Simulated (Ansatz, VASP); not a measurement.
# HfC in VASP and in Ansatz

```xyz
2
Lattice="2.5685 0.0000 0.0000 -1.2842 2.2244 0.0000 0.0000 0.0000 2.5435" Properties=species:S:1:pos:R:3 pbc="T T T"
Hf    0.0000    0.0000    0.0000
C     0.0000    1.4829    1.2718
```

Change from the starting cell: volume scaled by 0.55, LAPW.

Alike in both runs: task single point; functional PBE; k mesh 14 × 14 × 13; occupations fermi-dirac, width 0.08 eV; no spin polarisation.

|  | VASP | Ansatz |
| --- | --- | --- |
| version | VASP 6.6.1 | Ansatz 0.2.0 |
| potentials or method | VASP PAW PBE potentials, release 64 (Hf_pv, C), cutoff 520 eV | all-electron LAPW, scalar-relativistic |

```csv
,VASP,Ansatz,Ansatz less VASP
pressure (GPa),351.7,349.8,-1.92
"traceless stress, the component that is largest in VASP (GPa)",-0.19,0.17,+0.359
```

Both programs put the cell under a high pressure, so it lies far from rest at this level. Ansatz ran all-electron here, and VASP with PAW potentials.

Neither program's run includes spin-orbit coupling. Noted on VASP's run: the cell as given lies far from equilibrium.
